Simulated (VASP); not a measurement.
A run of VASP 6.6.1:

The input INCAR:

```
  PREC = Accurate
  ENCUT = 520
  EDIFF = 1E-7
  ISMEAR = 0
  SIGMA = 0.05
  LREAL = F
  LASPH = T
  NELM = 100
  ALGO = Normal
  ISIF = 2
  LWAVE = F
  LCHARG = F
  GGA = PE
  NBANDS = 26
```

File KPOINTS:

```
Automatic mesh
0
Gamma
  12 12 6
```

File POSCAR:

```
ZnS
1.0
    3.8109987816      0.0095274970      0.0000000000
   -1.8972483364      3.2956580102      0.0000000000
    0.0000000000      0.0000000000      6.2340000000
Zn S
2 2
Direct
    0.3333333333      0.6666666667      0.0000000000
    0.6666666667      0.3333333333      0.5000000000
    0.3333333333      0.6666666667      0.3850000000
    0.6666666667      0.3333333333      0.8850000000
```

Potentials or basis: VASP PAW PBE potentials, release 64 (Zn, S).

Launch:

```console
$ cat potpaw_PBE.64/Zn/POTCAR potpaw_PBE.64/S/POTCAR > POTCAR
$ mpirun -np 1 vasp_std > vasp.out
```

Hardware: 1 thread of Intel Xeon 8259CL, on a shared host.

Task: How long does it take, and how much memory?

Result: Wall time 10 min on 1 thread of Intel Xeon 8259CL, on a shared host, peak memory 0.56 GiB. Counts: scf iterations 14, k points 296.
